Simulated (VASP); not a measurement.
A run of VASP 6.6.1:

INCAR

```
ALGO = Fast ; EDIFF = 1E-6
EDIFFG = -0.01 ; ENCUT = 600
GGA = PE ; IBRION = 2
ISIF = 3 ; ISMEAR = 0
LASPH = T ; LCHARG = F
LREAL = F ; LWAVE = F
NELM = 60 ; NSW = 100
PREC = Accurate ; SIGMA = 0.1
```

KPOINTS

```
k-points
0
Gamma
  8 8 8
```

Contents of POSCAR:

```
Li7Sb
1.0
    0.0000000000      4.2333395877      4.2333395877
    4.2333395877      0.0000000000      4.2333395877
    4.2333395877      4.2333395877      0.0000000000
Li Sb
7 1
Direct
    0.5000000000      0.0000000000      0.0000000000
    0.0000000000      0.5000000000      0.5000000000
    0.0000000000      0.5000000000      0.0000000000
    0.5000000000      0.0000000000      0.5000000000
    0.0000000000      0.0000000000      0.5000000000
    0.5000000000      0.5000000000      0.0000000000
    0.5000000000      0.5000000000      0.5000000000
    0.0000000000      0.0000000000      0.0000000000
```

Potentials or basis: VASP PAW PBE potentials, release 64 (Li_sv, Sb).

Command:

```bash
$ cat potpaw_PBE.64/Li_sv/POTCAR potpaw_PBE.64/Sb/POTCAR > POTCAR
$ mpirun -np 1 vasp_std > vasp.out
```

Hardware: 1 thread of Intel(R) Xeon(R) Platinum 8488C (Sapphire Rapids), with other jobs on the host.

**Question.** Estimate the wall time of this run.

**Answer.** Wall time 4.4 min on 1 thread of Intel(R) Xeon(R) Platinum 8488C (Sapphire Rapids) (shared host), peak memory 0.39 GiB. Counts: scf iterations 43, k points 29, ion steps 3.
